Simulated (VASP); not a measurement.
Wanted: the native input for a VASP 6.6.1 run.

* Task: single point
* Functional: HSE06
* Potentials or basis: VASP PAW PBE potentials, release 64 (S, Mg)
* Cutoff: 520 eV
* k mesh: 6 × 6 × 6
* Occupations: fermi-dirac, width 0.05 eV
* Spin: no spin polarisation
* Dipole correction: no
* Grid for exact exchange (PRECFOCK): Normal
* Further INCAR settings: ALGO = Normal; EDIFF = 1e-07; NBANDS = 11
* Share of exact exchange: 0.25
* Screening parameter: 0.2079 1/Å

Crystal: MgS.

```xyz
2
Lattice="0.0000 2.6359 2.6359 2.6359 0.0000 2.6359 2.6359 2.6359 0.0000" Properties=species:S:1:pos:R:3 pbc="T T T"
S     2.6359    2.6359    2.6359
Mg    0.0000    0.0000    0.0000
```

These files were run (other wordings do the same):

POSCAR

```
MgS
1.0
    0.0000000000      2.6358861629      2.6358861629
    2.6358861629      0.0000000000      2.6358861629
    2.6358861629      2.6358861629      0.0000000000
S Mg
1 1
Direct
    0.5000000000      0.5000000000      0.5000000000
    0.0000000000      0.0000000000      0.0000000000
```

INCAR.step1

```
SYSTEM = MgS
PREC = Accurate
ENCUT = 520
EDIFF = 1E-5
ISMEAR = -1
SIGMA = 0.05
LREAL = .False.
LASPH = .True.
NELM = 100
ALGO = Normal
ISIF = 2
LWAVE = .True.
GGA = PE
NBANDS = 11
```

INCAR.step2

```
SYSTEM = MgS
PREC = Accurate
ENCUT = 520
EDIFF = 1E-7
ISMEAR = -1
SIGMA = 0.05
LREAL = .False.
LASPH = .True.
NELM = 100
ALGO = Normal
ISIF = 2
LWAVE = .False.
LCHARG = .True.
GGA = PE
LHFCALC = .True.
HFSCREEN = 0.2079
PRECFOCK = Normal
LELF = .True.
LVHAR = .True.
ISTART = 1
NBANDS = 11
```

KPOINTS

```
Automatic mesh
0
Gamma
  6 6 6
  0 0 0
```

Potentials or basis: VASP PAW PBE potentials, release 64 (S, Mg).

Run with:

```bash
$ cat potpaw_PBE.64/S/POTCAR potpaw_PBE.64/Mg/POTCAR > POTCAR
$ cp INCAR.step1 INCAR
$ mpirun -np 1 vasp_std > vasp.out
$ cp INCAR.step2 INCAR
$ mpirun -np 1 vasp_std > vasp.out
```

It gave:

| Property | Result |
| --- | --- |
| Pressure | -3.5 GPa |
| Band gap on the k mesh | 3.65 eV (least direct gap 4.47 eV) |

Caveat: the cell stands under tension; the PAW data sets were made with another functional, which shifts forces and pressure a little.

Run time: 14 min on 1 thread of Intel(R) Xeon(R) Platinum 8375C CPU @ 2.90GHz (Ice Lake), on a shared host, peak memory 0.28 GiB.
